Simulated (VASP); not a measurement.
# Co (P6_3/mmc) in VASP: a series of runs

Co is run at these levels: PBE; tasks: single point.

Everything below comes from runs of VASP 6.6.1. Logs are shortened: lines on timing, memory, paths and dates and some standing lists are left out, and cuts for length are marked.

## (1) The cell of the first run

The structure is hexagonal, space group P6_3/mmc (No. 194). Conventional cell: a = 2.618 Å, b = 2.618 Å, c = 4.234 Å, α = 90.00°, β = 90.00°, γ = 120.00°. Within 3.4 Å of Co (site symmetry -6m2) lie 12 Co at 2.60 to 2.62 Å.

## (2) Single point, PBE, collinear spin, ferromagnetic start

Input file INCAR:

```
SYSTEM = Co
ALGO = Normal
EDIFF = 1E-6
ENCUT = 520
GGA = PE
ISIF = 2
ISMEAR = 0
ISPIN = 2
LASPH = .TRUE.
LCHARG = .FALSE.
LMAXMIX = 4
LORBIT = 11
LREAL = .FALSE.
LWAVE = .FALSE.
MAGMOM = 1.86 1.86
NBANDS = 20
NELM = 150
PREC = Accurate
SIGMA = 0.15
```

Input file KPOINTS:

```
k-points
0
G
  21 21 12
  0 0 0
```

Input file POSCAR:

```
Co
1.0
    2.6181000000      0.0000000000      0.0000000000
   -1.3090500000      2.2673411096      0.0000000000
    0.0000000000      0.0000000000      4.2339000000
Co
2
Direct
    0.3333333333      0.6666666667      0.2500000000
    0.6666666667      0.3333333333      0.7500000000
```

Potentials or basis: VASP PAW PBE potentials, release 64 (Co).

Run with:

```console
cat potpaw_PBE.64/Co/POTCAR > POTCAR
mpirun -np 1 vasp_std > vasp.out
```

OUTCAR:

```text
SYSTEM = Co
   EDIFF = 1E-6
   ENCUT = 520
   GGA = PE
   ISIF = 2
   ISMEAR = 0
   ISPIN = 2
   LASPH = .TRUE.
   LORBIT = 11
   LREAL = .FALSE.
   NELM = 150
   PREC = Accurate

 ion  position               nearest neighbor table
   1  0.333  0.667  0.250-   2 2.60   2 2.60   2 2.60   2 2.60   2 2.60   2 2.60
   2  0.667  0.333  0.750-   1 2.60   1 2.60   1 2.60   1 2.60   1 2.60   1 2.60

  LATTYP: Found a hexagonal cell.
 ALAT       =     2.6181000000
 C/A-ratio  =     1.6171651197

  Lattice vectors:

 A1 = (   2.6181000000,   0.0000000000,   0.0000000000)
 A2 = (  -1.3090500000,   2.2673411096,   0.0000000000)
 A3 = (   0.0000000000,   0.0000000000,   4.2339000000)

Analysis of symmetry for initial positions (statically):
=====================================================================
 Subroutine PRICEL returns:
 Original cell was already a primitive cell.

 Routine SETGRP: Setting up the symmetry group for a
 hexagonal supercell.

 Subroutine GETGRP returns: Found 24 space group operations
 (whereof 12 operations were pure point group operations)
 out of a pool of 24 trial point group operations.

The static configuration has the point symmetry D_3d.
 The point group associated with its full space group is D_6h.

Analysis of symmetry for dynamics (positions and initial velocities):
=====================================================================
 Subroutine PRICEL returns:
 Original cell was already a primitive cell.

 Routine SETGRP: Setting up the symmetry group for a
 hexagonal supercell.

 Subroutine GETGRP returns: Found 24 space group operations
 (whereof 12 operations were pure point group operations)
 out of a pool of 24 trial point group operations.

The dynamic configuration has the point symmetry D_3d.
 The point group associated with its full space group is D_6h.

Analysis of structural, dynamic, and magnetic symmetry:
=====================================================================
 Subroutine PRICEL returns:
 Original cell was already a primitive cell.

 Routine SETGRP: Setting up the symmetry group for a
 hexagonal supercell.

 Subroutine GETGRP returns: Found 24 space group operations
 (whereof 12 operations were pure point group operations)
 out of a pool of 24 trial point group operations.

The overall configuration has the point symmetry D_3d.
 The point group associated with its full space group is D_6h.

 Subroutine INISYM returns: Found 24 space group operations
 (whereof 12 operations are pure point group operations),
 and found     1 'primitive' translations

----------------------------------------------------------------------------------------

                                     Primitive cell

  volume of cell :      25.1330

  direct lattice vectors                    reciprocal lattice vectors
     2.618100000  0.000000000  0.000000000     0.381956381  0.220522619  0.000000000
    -1.309050000  2.267341110  0.000000000     0.000000000  0.441045238  0.000000000
     0.000000000  0.000000000  4.233900000     0.000000000  0.000000000  0.236188857

  length of vectors
     2.618100000  2.618100000  4.233900000     0.441045238  0.441045238  0.236188857

  position of ions in fractional coordinates (direct lattice)
     0.333333333  0.666666667  0.250000000
     0.666666667  0.333333333  0.750000000

  ion indices of the primitive-cell ions
   primitive index   ion index
                 1           1
                 2           2

----------------------------------------------------------------------------------------

 KPOINTS: k-points

Automatic generation of k-mesh.
 Grid dimensions read from file:
 generate k-points for:   21   21   12

 Generating k-lattice:

  Cartesian coordinates                     Fractional coordinates (reciprocal lattice)
     0.018188399  0.010501077  0.000000000     0.047619048  0.000000000  0.000000000
     0.000000000  0.021002154  0.000000000     0.000000000  0.047619048  0.000000000
     0.000000000  0.000000000  0.019682405     0.000000000  0.000000000  0.083333333

  Length of vectors
     0.021002154  0.021002154  0.019682405

  Shift w.r.t. Gamma in fractional coordinates (k-lattice)
     0.000000000  0.000000000  0.000000000

 Subroutine IBZKPT returns following result:
 ===========================================

 Found    336 irreducible k-points:

 Following reciprocal coordinates:
            Coordinates               Weight
  0.000000  0.000000  0.000000      1.000000
  0.047619 -0.000000  0.000000      6.000000
  0.095238 -0.000000  0.000000      6.000000
  0.142857 -0.000000  0.000000      6.000000
  0.190476 -0.000000  0.000000      6.000000
  0.238095 -0.000000  0.000000      6.000000
[... 16 lines left out ...]
  0.142857  0.095238  0.000000     12.000000
  0.190476  0.095238  0.000000     12.000000
 [... further k-points ...]
   k-points           NKPTS =    336   k-points in BZ     NKDIM =    336   number of bands    NBANDS=     20
   number of dos      NEDOS =    301   number of ions     NIONS =      2
   total plane-waves  NPLWV =  12800
   dimension x,y,z NGX =    20 NGY =   20 NGZ =   32
   dimension x,y,z NGXF=    40 NGYF=   40 NGZF=   64
   ions per type =               2
   NGX,Y,Z   is equivalent  to a cutoff of  12.70, 12.70, 12.56 a.u.
   NGXF,Y,Z  is equivalent  to a cutoff of  25.40, 25.40, 25.13 a.u.
 SYSTEM =  Co
   PREC   = accura    normal or accurate (medium, high low for compatibility)
   ISTART =      0    job   : 0-new  1-cont  2-samecut
   ICHARG =      2    charge: 1-file 2-atom 10-const
   ISPIN  =      2    spin polarized calculation?
   LNONCOLLINEAR =      F non collinear calculations
   LSORBIT =      F    spin-orbit coupling
   LASPH  =      T    aspherical Exc in radial PAW
   ENCUT  =  520.0 eV  38.22 Ry    6.18 a.u.   4.87  4.87  7.87*2*pi/ulx,y,z
   NELM   =    150;   NELMIN=  2; NELMDL= -5     # of ELM steps
   EDIFF  = 0.1E-05   stopping-criterion for ELM
   LREAL  =      F    real-space projection
   EDIFFG = 0.1E-04   stopping-criterion for IOM
   NSW    =      0    number of steps for IOM
   IBRION =     -1    ionic relax: 0-MD 1-quasi-New 2-CG
   NFREE  =      0    steps in history (QN), initial steepest desc. (CG)
   ISIF   =      2    stress and relaxation
   ISYM   =      2    0-nonsym 1-usesym 2-fastsym
   POTIM  = 0.5000    time-step for ionic-motion
   TEBEG  =    0.0;   TEEND  =   0.0 temperature during run
   PSTRESS=    0.0 pullay stress
   NELECT =      18.0000    total number of electrons
   NUPDOWN=      -1.0000    fix difference up-down
   EMIN   =  10.00;   EMAX   =-10.00  energy-range for DOS
   EFERMI =   0.00;   METHOD = LEGACY
   ISMEAR =     0;   SIGMA  =   0.15  broadening in eV -4-tet -1-fermi 0-gaus
   EFERMI_NEDOS =   21; number of points for ismear=-14 and -15
   IALGO  =     38    algorithm
   IMIX   =      4    mixing-type and parameters
     AMIX     =   0.40;   BMIX     =  1.00
     AMIX_MAG =   1.60;   BMIX_MAG =  1.00
  volume/ion in A,a.u.               =      12.57        84.80
  Fermi-wavevector in a.u.,A,eV,Ry     =   1.464708  2.767897 29.189531  2.145370
  Thomas-Fermi vector in A             =   2.580652
   LORBIT       =     11    0 simple, 1 ext, 2 COOP (PROOUT), +10 PAW based schemes
   GGA     = PE    functional components
   LHFCALC =     F    Hartree Fock is set to
   AEXX    =    0.0000 exact exchange contribution
   IVDW    =     0    specifies the selected vdW correction
   LEPSILON=     F    determine dielectric tensor
   LRPA    =     F    only Hartree local field effects (RPA)
 spin polarized calculation
 Gauss-broadening in eV      SIGMA  =   0.15
  energy-cutoff  :      520.00
  volume of cell :       25.13
 maximum number of plane-waves:       699
 NGX is ok and might be reduce to    20
   NGX =  9   NGY =  9   NGZ = 15

 number of electron      17.9999987 magnetization       3.4047568

 Free energy of the ion-electron system (eV)
  ---------------------------------------------------
  ext. energy  EPLUGINS =         0.00000000
  ---------------------------------------------------
  free energy    TOTEN  =       -13.80425155 eV

  energy without entropy =      -13.78058392  energy(sigma->0) =      -13.79241773

 E-fermi :   8.3406     XC(G=0): -12.5637

 val. band max:        8.3363483578   @ k =   0.1905   0.1429   0.4167
 cond. band min:       8.3409333399   @ k =   0.2381  -0.0000   0.0000
 fundamental gap:      0.0045849821
 Fermi energy:         8.3405653321

 spin component 1

 k-point     1 :       0.0000    0.0000    0.0000
  band No.  band energies     occupation
      1       0.2584      1.00000
      2       3.8156      1.00000
      3       5.8764      1.00000
      4       5.8914      1.00000
      5       5.8914      1.00000
      6       6.1327      1.00000
[... 12 lines left out ...]
     19      31.7768      0.00000
     20      32.1627      0.00000
[... 507 lines left out ...]
 k-point    24 :       0.1905    0.0952    0.0000
  band No.  band energies     occupation
      1       2.1141      1.00000
      2       4.5724      1.00000
      3       5.2078      1.00000
      4       5.2672      1.00000
      5       5.9124      1.00000
      6       5.9363      1.00000
[... 12 lines left out ...]
     19      30.9440      0.00000
     20      31.5036      0.00000

 [... further k-points ...]

 spin component 2

 k-point     1 :       0.0000    0.0000    0.0000
  band No.  band energies     occupation
      1       0.2218      1.00000
      2       4.8084      1.00000
      3       7.5929      1.00000
      4       7.6261      1.00000
      5       7.6261      1.00000
      6       7.9184      0.99997
[... 12 lines left out ...]
     19      32.0394      0.00000
     20      32.0394      0.00000
[... 507 lines left out ...]
 k-point    24 :       0.1905    0.0952    0.0000
  band No.  band energies     occupation
      1       2.1145      1.00000
      2       5.7870      1.00000
      3       6.4402      1.00000
      4       6.7721      1.00000
      5       7.5749      1.00000
      6       7.6896      1.00000
[... 12 lines left out ...]
     19      31.1578      0.00000
     20      31.8897      0.00000

 [... further k-points ...]

------------------------ aborting loop because EDIFF is reached ----------------------------------------

  FORCE on cell =-STRESS in cart. coord.  units (eV):
  Direction    XX          YY          ZZ          XY          YZ          ZX
  --------------------------------------------------------------------------------------
  -------------------------------------------------------------------------------------
  Total       -3.4812228     -3.4812228     -3.4409833      0.0000000      0.0000000      0.0000000
  in kB     -221.9211593   -221.9211593   -219.3559701      0.0000000      0.0000000      0.0000000
  external PRESSURE =    -221.0660963 kB  Pullay stress =       0.0000000 kB

 VOLUME and BASIS-vectors are now :
 -----------------------------------------------------------------------------
  energy-cutoff  :      520.00
  volume of cell :       25.13
      direct lattice vectors                 reciprocal lattice vectors
     2.618100000  0.000000000  0.000000000     0.381956381  0.220522619  0.000000000
    -1.309050000  2.267341110  0.000000000     0.000000000  0.441045238  0.000000000
     0.000000000  0.000000000  4.233900000     0.000000000  0.000000000  0.236188857

 POSITION                                       TOTAL-FORCE (eV/Angst)
 -----------------------------------------------------------------------------------
     -0.00000      1.51156      1.05848        -0.000000     -0.000000      0.000000
      1.30905      0.75578      3.17543         0.000000      0.000000      0.000000
 -----------------------------------------------------------------------------------
    total drift:                               -0.000000      0.000000     -0.000000

  FREE ENERGIE OF THE ION-ELECTRON SYSTEM (eV)
  ---------------------------------------------------
  free  energy   TOTEN  =       -13.8042515482 eV

  energy  without entropy=      -13.7805839180  energy(sigma->0) =      -13.79241773

 total charge

# of ion       s       p       d       tot
------------------------------------------
    1        0.433   0.407   7.184   8.024
    2        0.433   0.407   7.184   8.024
--------------------------------------------------
tot          0.867   0.815  14.367  16.049

 magnetization (x)

# of ion       s       p       d       tot
------------------------------------------
    1       -0.013  -0.051   1.816   1.752
    2       -0.013  -0.051   1.816   1.752
--------------------------------------------------
tot         -0.026  -0.102   3.632   3.504
```

It took 1.9 min on 1 thread of Intel Xeon 6975P-C (Granite Rapids), shared host; peak memory 0.33 GiB.

What came out:

```
Free energy                                           : -13.8043 eV
Pressure                                              : -22.1 GPa
Net moment                                            : 3.40 μB per cell
Site moments                                          : Co +1.75 μB
Valence electrons inside the program's atomic spheres : Co 8.02
```

Caveat: the cell stands under tension.

## (3) Single point, PBE, collinear spin, ferromagnetic start

This run uses another cell than the first one, of 11.26 Å³/atom.

Input file INCAR:

```
SYSTEM = Co
PREC     = Accurate       ! precision mode
ENCUT    = 520            ! plane-wave cutoff, eV
EDIFF    = 1E-6           ! SCF threshold, eV
ISMEAR   = 0              ! smearing method
SIGMA    = 0.15           ! smearing width, eV
LREAL    = .False.        ! projectors in reciprocal space
LASPH    = .True.         ! aspherical terms in the spheres
NELM     = 150            ! most SCF steps
ALGO     = Normal         ! electronic algorithm
ISIF     = 2              ! what is computed and relaxed
LWAVE    = .False.        ! write WAVECAR
LCHARG   = .False.        ! write CHGCAR
ISPIN    = 2              ! spin polarisation
MAGMOM   = 1.86 1.86      ! initial moments
LORBIT   = 11             ! projections on sites
LMAXMIX  = 4              ! l up to which the mixer works
GGA      = PE             ! functional
NBANDS   = 20             ! bands
```

Input file KPOINTS:

```
Automatic mesh
0
Gamma
  21 21 12
  0 0 0
```

Input file POSCAR:

```
Co
1.0
    2.4435000000      0.0000000000      0.0000000000
   -1.2217500000      2.1161330741      0.0000000000
    0.0000000000      0.0000000000      4.3548000000
Co
2
Direct
    0.3333333333      0.6666666667      0.2500000000
    0.6666666667      0.3333333333      0.7500000000
```

Potentials or basis: VASP PAW PBE potentials, release 64 (Co).

Run with:

```console
cat potpaw_PBE.64/Co/POTCAR > POTCAR
mpirun -np 1 vasp_std > vasp.out
```

Run time: 5 min. Hardware: 1 thread of AMD EPYC 7R43 (Zen 3), shared host; peak memory 0.26 GiB.

It converged, with:

```
Free energy                                           : -13.9486 eV
Pressure                                              : -5.4 GPa
Net moment                                            : 3.29 μB per cell
Site moments                                          : Co +1.67 μB
Valence electrons inside the program's atomic spheres : Co 8.21
```

Stress tensor (GPa, compression positive):
```
  2.61   0.00   0.00
  0.00   2.61   0.00
  0.00   0.00 -21.50
```

Levels at points of the mesh, in eV from the Fermi level:
Spin up:
```tsv
k point	band 9	band 10	band 11	band 12	band 13	band 14
(0.00, 0.00, 0.00)	-1.75	-1.08	-1.04	-1.04	4.62	21.80
(0.00, 0.00, 0.50)	-1.29	-1.29	-1.29	-1.29	12.13	12.13
```
Spin down:
```csv
k point,band 5,band 6,band 7,band 8,band 9,band 10
"(0.00, 0.00, 0.00)",-0.94,-0.94,-0.71,-0.71,0.18,0.18
"(0.00, 0.00, 0.50)",-0.92,-0.92,-0.92,-0.92,0.69,0.69
```

Caveat: the cell stands under tension.
